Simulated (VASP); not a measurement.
A run of VASP 6.6.1 is set up as follows.

INCAR

```
SYSTEM = Ta3N
PREC = Accurate
ENCUT = 520
EDIFF = 1E-6
ISMEAR = 0
SIGMA = 0.15
LREAL = .False.
LASPH = .True.
NELM = 100
ALGO = Normal
ISIF = 2
LWAVE = .False.
LCHARG = .True.
GGA = PS
LELF = .True.
LVHAR = .True.
NBANDS = 27
```

File KPOINTS:

```
regular mesh
0
Gamma
  18 18 8
  0 0 0
```

Contents of POSCAR:

```
Ta3N
1.0
    2.7604642176      0.0000000000      0.0000000000
   -1.3802321088      2.3906321387      0.0000000000
    0.0000000000      0.0000000000      6.8539311078
Ta N
3 1
Direct
    0.0000000000      0.0000000000      0.5000000000
    0.3333333333      0.6666666667      0.1725859884
    0.6666666667      0.3333333333      0.8274140116
    0.0000000000      0.0000000000      0.0000000000
```

Potentials or basis: VASP PAW PBE potentials, release 64 (Ta_pv, N).

Run with:

```bash
$ cat potpaw_PBE.64/Ta_pv/POTCAR potpaw_PBE.64/N/POTCAR > POTCAR
$ mpirun -np 1 vasp_std > vasp.out
```

(1) Predict the band gap on the k mesh.

(2) Estimate the pressure.

(3) What does it give for the largest force?

Results:

(1) zero (bands 19 and 20 overlap by 1.65 eV).

(2) 112.2 GPa.

(3) 3.184 eV/Å.

Caveat: the cell differs from its parent crystal (strain -0.080 along x and y, -0.080 along z); the cell stands under pressure; the PAW data sets were made with another functional, which shifts forces and pressure a little; spin-orbit coupling is left out, which moves the levels of the heavy elements.
